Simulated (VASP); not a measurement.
Write the native input for VASP 6.6.1 that does the following.

```yaml
Task: single point
Functional: PBE
Potentials_or_basis: VASP PAW PBE potentials, release 64 (Ga_d, O)
Cutoff: 520 eV
k_mesh: 6 × 6 × 6
Occupations: gaussian, width 0.1 eV
Spin: no spin polarisation
Dipole_correction: no
Further_INCAR_settings: ALGO = Normal; EDIFF = 1e-07; NBANDS = 55
```

The structure of Ga2O3 lies in POSCAR:

```
Ga2O3
1.0
    2.4997250000      1.4432169000      4.5003166700
   -2.4997250000      1.4432169000      4.5003166700
    0.0000000000     -2.8864338000      4.5003166700
Ga O
4 6
Direct
    0.8559600000      0.8559600000      0.8559600000
    0.6440400000      0.6440400000      0.6440400000
    0.1440400000      0.1440400000      0.1440400000
    0.3559600000      0.3559600000      0.3559600000
    0.0526000000      0.4474000000      0.7500000000
    0.7500000000      0.0526000000      0.4474000000
    0.4474000000      0.7500000000      0.0526000000
    0.9474000000      0.5526000000      0.2500000000
    0.2500000000      0.9474000000      0.5526000000
    0.5526000000      0.2500000000      0.9474000000
```

One way to write it, as run:

INCAR

```
PREC = Accurate ; ENCUT = 520
EDIFF = 1E-7 ; ISMEAR = 0
SIGMA = 0.1 ; LREAL = F
LASPH = T ; NELM = 100
ALGO = Normal ; ISIF = 2
LWAVE = F ; LCHARG = F
GGA = PE ; NBANDS = 55
```

KPOINTS

```
regular mesh
0
Gamma
  6 6 6
```

Potentials or basis: VASP PAW PBE potentials, release 64 (Ga_d, O).

The run is started by

```bash
$ cat potpaw_PBE.64/Ga_d/POTCAR potpaw_PBE.64/O/POTCAR > POTCAR
$ mpirun -np 1 vasp_std > vasp.out
```

Results of the run:

| Property | Result |
| --- | --- |
| Pressure | 8.0 GPa |
| Largest force | 0.044 eV/Å |
| Band gap on the k mesh | 2.73 eV (least direct gap 2.97 eV) |

Caveat: the cell stands under pressure.

Wall time 7 min on 1 thread of Intel Xeon 8259CL (shared host), peak memory 0.31 GiB.
